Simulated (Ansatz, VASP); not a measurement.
One calculation of TiC, two programs

```
Ti C
1.0
     3.03558    0.00000    0.00000
     0.00000    3.03558    0.00000
     0.00000    0.00000   28.87886
Ti C
7 7
Direct
  0.50000 0.50000 0.27962
  0.00000 0.00000 0.35209
  0.50000 0.50000 0.42594
  0.00000 0.00000 0.50000
  0.50000 0.50000 0.57406
  0.00000 0.00000 0.64791
  0.50000 0.50000 0.72038
  0.00000 0.00000 0.27580
  0.50000 0.50000 0.35100
  0.00000 0.00000 0.42541
  0.50000 0.50000 0.50000
  0.00000 0.00000 0.57459
  0.50000 0.50000 0.64900
  0.00000 0.00000 0.72420
```

Alike in both runs: functional PBEsol; k mesh 10 × 10 × 1; occupations gaussian, width 0.1 eV; no spin polarisation.

Ansatz relaxed the structure, and its values are those at the end. VASP's run is a single point on that final structure, the one shown.

|  | VASP | Ansatz |
| --- | --- | --- |
| version | VASP 6.6.1 | Ansatz 0.2.0 |
| potentials or method | VASP PAW PBE potentials, release 64 (Ti_sv, C), cutoff 520 eV | plane-wave PAW, scalar-relativistic |
| valence electrons in the cell | 112 | 112 |

|  | VASP | Ansatz | Ansatz less VASP |
| --- | --- | --- | --- |
| rms of the force components (eV/Å) | 0.004 | 0.002 | -0.0020 |

VASP's potentials were made for PBE, not for PBEsol, and Ansatz warns of the same on its side. Ansatz's warnings: vacuum below fermi.
